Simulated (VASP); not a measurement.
# Rh: density of states with PBE

Rh:

```
CELL_PARAMETERS angstrom
2.73098 0.00000 0.00000
-1.36549 2.36510 0.00000
0.00000 0.00000 4.42849
ATOMIC_POSITIONS crystal
Rh 0.66667 0.33333 0.75000
Rh 0.33333 0.66667 0.25000
```

* Program: VASP 6.6.1
* Task: density of states
* Functional: PBE
* Potentials or basis: VASP PAW PBE potentials, release 64 (Rh_pv)
* Cutoff: 520 eV
* k mesh: 15 × 15 × 8
* Occupations: gaussian, width 0.05 eV
* Spin: no spin polarisation
* Dipole correction: no
* k mesh for the DOS: 23 × 23 × 12
* Occupations for the DOS: tetrahedron
* Further INCAR settings: ALGO = Normal; EDIFF = 1e-06; NBANDS = 22

| Quantity | Value |
| --- | --- |
| Valence electrons inside the program's atomic spheres | Rh 13.72 |

Levels at points of the mesh, in eV from the Fermi level:
```
           k point  band 11  band 12  band 13  band 14  band 15  band 16  band 17  band 18  band 19  band 20
(0.00, 0.00, 0.00)    -2.85    -2.36    -2.36    -1.79    -1.79     0.12     0.12     0.74     8.21    15.89
(0.00, 0.00, 0.50)    -2.95    -2.95    -2.95    -2.95    -0.42    -0.42    -0.42    -0.42    14.64    14.64
```

Run time: 110 s on 1 thread of Intel(R) Xeon(R) Platinum 8488C (Sapphire Rapids), with other jobs on the host, peak memory 0.3 GiB.
